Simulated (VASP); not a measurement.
A run of VASP 6.6.1:

File INCAR:

```
SYSTEM = Pt
PREC = Accurate
ENCUT = 520
EDIFF = 1E-6
ISMEAR = 0
SIGMA = 0.15
LREAL = .FALSE.
LASPH = .TRUE.
NELM = 100
ALGO = Fast
ISIF = 2
LWAVE = .FALSE.
LCHARG = .FALSE.
GGA = PS
NBANDS = 17
```

Contents of KPOINTS:

```
Automatic mesh
0
G
  18 18 10
  0 0 0
```

Contents of POSCAR:

```
Pt
1.0
    2.5536156946      0.0000000000      0.0000000000
   -1.2768078473      2.3908065546      0.0000000000
    0.0000000000      0.0000000000      4.7921340000
Pt
2
Direct
    0.6666666667      0.3333333333      0.7500000000
    0.3333333333      0.6666666667      0.2500000000
```

Potentials or basis: VASP PAW PBE potentials, release 64 (Pt).

Launch:

```bash
$ cat potpaw_PBE.64/Pt/POTCAR > POTCAR
$ mpirun -np 1 vasp_std > vasp.out
```

Hardware: 1 thread of AMD EPYC 7R43 64-Core Processor (Zen 3), with other jobs on the host.

Question: Estimate the wall time of this run.

Answer: Run time: 7.1 min on 1 thread of AMD EPYC 7R43 64-Core Processor (Zen 3), with other jobs on the host, peak memory 0.28 GiB. Counts: scf iterations 13, k points 546.
